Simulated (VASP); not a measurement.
Here is a VASP 6.6.1 calculation.

File INCAR:

```
SYSTEM = BeTe
PREC     = Accurate       ! precision mode
ENCUT    = 600            ! plane-wave cutoff, eV
EDIFF    = 1E-6           ! SCF threshold, eV
ISMEAR   = -1             ! smearing method
SIGMA    = 0.05           ! smearing width, eV
LREAL    = .FALSE.        ! projectors in reciprocal space
LASPH    = .TRUE.         ! aspherical terms in the spheres
NELM     = 80             ! most SCF steps
ALGO     = Normal         ! electronic algorithm
ISIF     = 3              ! what is computed and relaxed
LWAVE    = .FALSE.        ! write WAVECAR
LCHARG   = .FALSE.        ! write CHGCAR
GGA      = PS             ! functional
IBRION   = 2              ! ionic algorithm
NSW      = 80             ! ionic steps
EDIFFG   = -0.01          ! ionic threshold
PSTRESS  = 200.0
```

File KPOINTS:

```
regular mesh
0
G
  8 8 8
  0 0 0
```

The input POSCAR:

```
BeTe
1.0
    0.0000000000      2.7700000000      2.7700000000
    2.7700000000      0.0000000000      2.7700000000
    2.7700000000      2.7700000000      0.0000000000
Te Be
1 1
Direct
    0.7500000000      0.7500000000      0.7500000000
    0.0000000000      0.0000000000      0.0000000000
```

Potentials or basis: VASP PAW PBE potentials, release 64 (Te, Be).

The run is started by

```sh
$ cat potpaw_PBE.64/Te/POTCAR potpaw_PBE.64/Be/POTCAR > POTCAR
$ mpirun -np 1 vasp_std > vasp.out
```

**Question.** What does it give for the relaxed cell?

**Answer.** a = 3.693 Å, b = 3.693 Å, c = 3.693 Å, α = 60.00°, β = 60.00°, γ = 60.00°.

**Question.** Estimate the space group after relaxing (to 0.05 Å).

**Answer.** F-43m (No. 216).

**Question.** Estimate the relaxed volume.

**Answer.** 17.80 Å³/atom.

**Question.** Estimate the band gap on the k mesh.

**Answer.** 1.20 eV, indirect (least direct gap 3.32 eV).

The path:
| step | energy change (eV) | largest force (eV/Å) | pressure (GPa) | volume (Å³) |
| --- | --- | --- | --- | --- |
| 1 | 0.0000 | 0.0000 | 2.54 | 42.51 |
| 2 | 1.6644 | 0.0000 | 51.70 | 29.79 |
| 3 | 0.4098 | 0.0000 | 19.25 | 35.81 |
| 4 | 0.4314 | 0.0000 | 19.88 | 35.63 |
| 5 | 0.4477 | 0.0000 | 20.37 | 35.51 |
| 6 | 0.4239 | 0.0000 | 19.66 | 35.70 |
| 7 | 0.4356 | 0.0000 | 19.99 | 35.60 |

Caveat: the cell is relaxed towards a set pressure, so the enthalpy falls and the energy may rise; the volume moved by over 15 % at a fixed basis, so the end points are rough; the PAW data sets were made with another functional, which shifts forces and pressure a little; spin-orbit coupling is left out, which moves the levels of the heavy elements. A hybrid or GW would open this gap; PBEsol tends to underestimate it.
